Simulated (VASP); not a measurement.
# WO (Pm-3m) in VASP: notebook

Runs on WO. Level: PBE+U. Tasks: single point.

All numbers are computed with VASP 6.6.1; they aren't measurements. Logs are shortened: lines on timing, memory, paths and dates and some standing lists are left out, and cuts for length are marked.

### Step 1. The cell of the first run

Symmetry: Pm-3m, No. 221, cubic system. The conventional cell has a = 3.022 Å, b = 3.022 Å, c = 3.022 Å, α = 90.00°, β = 90.00°, γ = 90.00°. Within 3.5 Å of W (site symmetry m-3m) lie 8 O at 2.62 Å and 6 W at 3.02 Å. Within 3.5 Å of O (site symmetry m-3m) lie 8 W at 2.62 Å and 6 O at 3.02 Å.

### Step 2. Single point, PBE+U, collinear spin

INCAR

```
SYSTEM = WO
PREC = Accurate ; ENCUT = 520
EDIFF = 1E-6 ; ISMEAR = 0
SIGMA = 0.1 ; LREAL = .FALSE.
LASPH = .TRUE. ; NELM = 150
ALGO = Normal ; ISIF = 2
LWAVE = .FALSE. ; LCHARG = .FALSE.
ISPIN = 2 ; MAGMOM = 1 -1 0 0
LORBIT = 11 ; LMAXMIX = 4
LDAU = .TRUE. ; LDAUTYPE = 2
LDAUL = 2 -1 ; LDAUU = 6.2 0
LDAUJ = 0 0 ; LDAUPRINT = 1
GGA = PE ; NBANDS = 32
```

KPOINTS

```
regular mesh
0
G
  14 14 7
  0 0 0
```

POSCAR

```
WO
1.0
    3.0224117041      0.0000000000      3.0224117041
    0.0000000000      3.0224117041      3.0224117041
    0.0000000000      0.0000000000      6.0448234083
W O
2 2
Direct
    0.0000000000      0.0000000000      0.0000000000
    0.0000000000      0.0000000000      0.5000000000
    0.5000000000      0.5000000000      0.7500000000
    0.5000000000      0.5000000000      0.2500000000
```

Potentials or basis: VASP PAW PBE potentials, release 64 (W_sv, O).

Launch:

```
$ cat potpaw_PBE.64/W_sv/POTCAR potpaw_PBE.64/O/POTCAR > POTCAR
$ mpirun -np 1 vasp_std > vasp.out
```

OUTCAR:

```text
SYSTEM = WO
   PREC = Accurate
   ENCUT = 520
   EDIFF = 1E-6
   ISMEAR = 0
   LREAL = .FALSE.
   LASPH = .TRUE.
   NELM = 150
   ISIF = 2
   ISPIN = 2
   LORBIT = 11
   GGA = PE

 ion  position               nearest neighbor table
   1  0.000  0.000  0.000-   3 2.62   4 2.62   4 2.62   3 2.62   4 2.62   3 2.62   3 2.62   4 2.62
                             2 3.02   2 3.02   2 3.02   2 3.02   2 3.02   2 3.02
   2  0.000  0.000  0.500-   4 2.62   3 2.62   4 2.62   3 2.62   4 2.62   3 2.62   4 2.62   3 2.62
                             1 3.02   1 3.02   1 3.02   1 3.02   1 3.02   1 3.02
   3  0.500  0.500  0.750-   2 2.62   1 2.62   2 2.62   1 2.62   2 2.62   1 2.62   2 2.62   1 2.62

   4  0.500  0.500  0.250-   1 2.62   2 2.62   2 2.62   1 2.62   2 2.62   1 2.62   1 2.62   2 2.62

  LATTYP: Found a face centered cubic cell.
 ALAT       =     6.0448234082

  Lattice vectors:

 A1 = (   3.0224117041,  -3.0224117041,   0.0000000000)
 A2 = (   3.0224117041,   0.0000000000,   3.0224117041)
 A3 = (   0.0000000000,  -3.0224117041,   3.0224117042)

Analysis of symmetry for initial positions (statically):
=====================================================================
 Subroutine PRICEL returns following result:

  LATTYP: Found a simple cubic cell.
 ALAT       =     3.0224117041
[... 12 lines left out ...]
 Subroutine GETGRP returns: Found 48 space group operations
 (whereof 48 operations were pure point group operations)
 out of a pool of 48 trial point group operations.

The static configuration has the point symmetry O_h .

Analysis of symmetry for dynamics (positions and initial velocities):
=====================================================================
 Subroutine PRICEL returns following result:

  LATTYP: Found a simple cubic cell.
 ALAT       =     3.0224117041
[... 12 lines left out ...]
 Subroutine GETGRP returns: Found 48 space group operations
 (whereof 48 operations were pure point group operations)
 out of a pool of 48 trial point group operations.

The dynamic configuration has the point symmetry O_h .

Analysis of structural, dynamic, and magnetic symmetry:
=====================================================================
 Subroutine PRICEL returns following result:

  LATTYP: Found a simple cubic cell.
 ALAT       =     3.0224117041
[... 12 lines left out ...]
 Subroutine GETGRP returns: Found 48 space group operations
 (whereof 48 operations were pure point group operations)
 out of a pool of 48 trial point group operations.
[... 207 lines left out ...]
  o =  0.3580  v =  0.0000 -0.0000  0.0000  0.0000 -1.0000  0.0000  0.0000  0.0000  0.0000  0.0000      0.0000  0.0000  0.0000  0.0000  0.0000  0.0000  0.0000  0.0000  0.0000  0.0000
  o =  0.3580  v = -0.0000 -0.0000 -1.0000 -0.0000 -0.0000  0.0000  0.0000  0.0000  0.0000  0.0000      0.0000  0.0000  0.0000  0.0000  0.0000  0.0000  0.0000  0.0000  0.0000  0.0000
  o =  0.6260  v =  0.0000  0.0000  0.0000  0.0000  0.0000 -0.0000 -0.0000 -0.0000  0.0000 -1.0000      0.0000  0.0000  0.0000  0.0000  0.0000  0.0000  0.0000  0.0000  0.0000  0.0000
  o =  0.6260  v =  0.0000  0.0000  0.0000  0.0000  0.0000  0.0000  0.0000  1.0000  0.0000 -0.0000      0.0000  0.0000  0.0000  0.0000  0.0000  0.0000  0.0000  0.0000  0.0000  0.0000

 number of electron      39.9999999 magnetization      -0.0000000

 Free energy of the ion-electron system (eV)
  ---------------------------------------------------
  ext. energy  EPLUGINS =         0.00000000
  ---------------------------------------------------
  free energy    TOTEN  =       -21.01165579 eV

  energy without entropy =      -20.99054894  energy(sigma->0) =      -21.00110237

 E-fermi :   8.5870     XC(G=0): -12.2124

 val. band max:        8.5597525849   @ k =   0.4286   0.2857   0.0000
 cond. band min:       8.5938225786   @ k =   0.5000   0.2143   0.0000
 fundamental gap:      0.0340699937
 Fermi energy:         8.5870097488

 spin component 1

 k-point     1 :       0.0000    0.0000    0.0000
  band No.  band energies     occupation
      1     -67.8638      1.00000
      2     -67.3191      1.00000
      3     -32.0391      1.00000
      4     -32.0391      1.00000
      5     -32.0391      1.00000
      6     -31.2614      1.00000
[... 1673 lines left out ...]
     31      19.5330      0.00000
     32      20.2255      0.00000

 [... further k-points ...]

------------------------ aborting loop because EDIFF is reached ----------------------------------------

  FORCE on cell =-STRESS in cart. coord.  units (eV):
  Direction    XX          YY          ZZ          XY          YZ          ZX
  --------------------------------------------------------------------------------------
  -------------------------------------------------------------------------------------
  Total       -7.7640577     -7.7640577     -7.7640577     -0.0000000      0.0000000      0.0000000
  in kB     -225.2726527   -225.2726527   -225.2726527     -0.0000000      0.0000000      0.0000000
  external PRESSURE =    -225.2726527 kB  Pullay stress =       0.0000000 kB

 VOLUME and BASIS-vectors are now :
 -----------------------------------------------------------------------------
  energy-cutoff  :      520.00
  volume of cell :       55.22
      direct lattice vectors                 reciprocal lattice vectors
     3.022411704  0.000000000  3.022411704     0.330861609  0.000000000  0.000000000
     0.000000000  3.022411704  3.022411704     0.000000000  0.330861609  0.000000000
     0.000000000  0.000000000  6.044823408    -0.165430805 -0.165430805  0.165430805

 POSITION                                       TOTAL-FORCE (eV/Angst)
 -----------------------------------------------------------------------------------
      0.00000      0.00000      0.00000         0.000000     -0.000000      0.000000
      0.00000      0.00000      3.02241        -0.000000      0.000000      0.000000
      1.51121      1.51121      7.55603        -0.000000     -0.000000      0.000000
      1.51121      1.51121      4.53362         0.000000     -0.000000     -0.000000
 -----------------------------------------------------------------------------------
    total drift:                                0.000000      0.000000      0.000000

  FREE ENERGIE OF THE ION-ELECTRON SYSTEM (eV)
  ---------------------------------------------------
  free  energy   TOTEN  =       -21.0116557916 eV

  energy  without entropy=      -20.9905489415  energy(sigma->0) =      -21.00110237

 total charge

# of ion       s       p       d       tot
------------------------------------------
    1        2.347   6.128   3.007  11.482
    2        2.347   6.128   3.007  11.482
    3        1.625   3.210   0.000   4.835
    4        1.625   3.210   0.000   4.835
--------------------------------------------------
tot          7.943  18.675   6.014  32.633

 magnetization (x)

# of ion       s       p       d       tot
------------------------------------------
    1        0.035   0.013   1.099   1.147
    2       -0.035  -0.013  -1.099  -1.147
    3        0.000   0.000   0.000   0.000
    4        0.000   0.000   0.000   0.000
--------------------------------------------------
tot          0.000   0.000   0.000   0.000
```

OSZICAR:

```text
N       E                     dE             d eps       ncg     rms          rms(c)
DAV:   1     0.427487700233E+03    0.42749E+03   -0.21416E+04  7760   0.138E+03
DAV:   2    -0.801099083603E+00   -0.42829E+03   -0.40934E+03  8608   0.426E+02
[... 14 lines left out ...]
DAV:  17    -0.210116625541E+02    0.47535E-03   -0.68727E-03  8168   0.193E-01    0.223E-02
DAV:  18    -0.210116584796E+02    0.40745E-05   -0.11990E-04  8576   0.431E-02    0.149E-02
DAV:  19    -0.210116633110E+02   -0.48314E-05   -0.20357E-05  7104   0.126E-02    0.132E-02
DAV:  20    -0.210116567859E+02    0.65252E-05   -0.67212E-05  7056   0.212E-02    0.991E-03
DAV:  21    -0.210116557265E+02    0.10594E-05   -0.18561E-05  7304   0.104E-02    0.167E-03
DAV:  22    -0.210116557916E+02   -0.65089E-07   -0.97054E-07  3992   0.353E-03
   1 F= -.21011656E+02 E0= -.21001102E+02  d E =-.211069E-01  mag=     0.0000
```

Run time: 4.4 min. Hardware: 1 thread of AMD EPYC 9R14 (Zen 4), shared host; peak memory 0.31 GiB.

Results:

```yaml
Free_energy: -21.0117 eV
Pressure: -22.5 GPa
Band_gap_on_the_k_mesh: zero (filled and empty bands overlap)
Net_moment: 0.00 μB per cell
Site_moments: W +1.15, -1.15; O +0.00 μB
Valence_electrons_inside_the_program's_atomic_spheres: W 11.48; O 4.83
```

Eigenvalues of the final occupation matrices:
```tsv
site	spin	trace	eigenvalues
site 1 d	1	2.08	0.27 0.27 0.27 0.63 0.63
site 1 d	2	0.97	0.08 0.08 0.08 0.36 0.36
site 2 d	1	0.97	0.08 0.08 0.08 0.36 0.36
site 2 d	2	2.08	0.27 0.27 0.27 0.63 0.63
```

Caveat: the cell stands under tension; spin-orbit coupling is left out, which moves the levels of the heavy elements.

### Step 3. Single point, PBE+U, collinear spin

This run uses another cell than the first one, of 14.81 Å³/atom.

INCAR

```
SYSTEM = WO
PREC = Accurate
ENCUT = 520
EDIFF = 1E-6
ISMEAR = 0
SIGMA = 0.1
LREAL = .FALSE.
LASPH = .TRUE.
NELM = 150
ALGO = Normal
ISIF = 2
LWAVE = .FALSE.
LCHARG = .TRUE.
ISPIN = 2
MAGMOM = 1 -1 0 0
LORBIT = 11
LMAXMIX = 4
LDAU = .TRUE.
LDAUTYPE = 2
LDAUL = 2 -1
LDAUU = 6.2 0
LDAUJ = 0 0
LDAUPRINT = 1
GGA = PE
LELF = .TRUE.
LVHAR = .TRUE.
NBANDS = 32
```

KPOINTS

```
Automatic mesh
0
G
  14 14 7
  0 0 0
```

POSCAR

```
WO
1.0
    3.0939744982      0.0000000000      3.0939744982
    0.0000000000      3.0939744982      3.0939744982
    0.0000000000      0.0000000000      6.1879489964
W O
2 2
Direct
    0.0000000000      0.0000000000      0.0000000000
    0.0000000000      0.0000000000      0.5000000000
    0.5000000000      0.5000000000      0.7500000000
    0.5000000000      0.5000000000      0.2500000000
```

Potentials or basis: VASP PAW PBE potentials, release 64 (W_sv, O).

Launch:

```
$ cat potpaw_PBE.64/W_sv/POTCAR potpaw_PBE.64/O/POTCAR > POTCAR
$ mpirun -np 1 vasp_std > vasp.out
```

It took 7.1 min on 1 thread of AMD EPYC 9R14 (Zen 4), shared host; peak memory 0.36 GiB.

It converged, with:

```
Free energy                                           : -20.3663 eV
Pressure                                              : -28.6 GPa
Band gap on the k mesh                                : zero (filled and empty bands overlap)
Net moment                                            : 0.00 μB per cell
Site moments                                          : W +1.09, -1.09; O +0.00 μB
Valence electrons inside the program's atomic spheres : W 11.39; O 4.81
```

Levels at points of the mesh, in eV from the Fermi level:
Spin up:
```tsv
k point	band 18	band 19	band 20	band 21	band 22	band 23
(0.00, 0.00, 0.00)	-3.61	-3.61	1.73	1.73	1.73	2.22
(0.50, 0.00, 0.00)	-3.18	-0.95	0.15	0.60	0.60	2.16
```
Spin down:
```tsv
k point	band 16	band 17	band 18	band 19	band 20	band 21	band 22	band 23	band 24	band 25
(0.00, 0.00, 0.00)	-3.74	-3.61	-3.61	-3.61	1.73	1.73	1.73	2.22	2.22	3.11
(0.50, 0.00, 0.00)	-3.91	-3.76	-3.18	-0.95	0.15	0.60	0.60	2.16	2.68	2.68
```

Eigenvalues of the final occupation matrices:
| site | spin | trace | eigenvalues |
| --- | --- | --- | --- |
| site 1 d | 1 | 2.00 | 0.24 0.24 0.24 0.65 0.65 |
| site 1 d | 2 | 0.96 | 0.08 0.08 0.08 0.36 0.36 |
| site 2 d | 1 | 0.96 | 0.08 0.08 0.08 0.36 0.36 |
| site 2 d | 2 | 2.00 | 0.24 0.24 0.24 0.65 0.65 |

Caveat: the cell stands under tension; spin-orbit coupling is left out, which moves the levels of the heavy elements.

The gap in the log of VASP goes by the Fermi energy; the results here count the filled bands.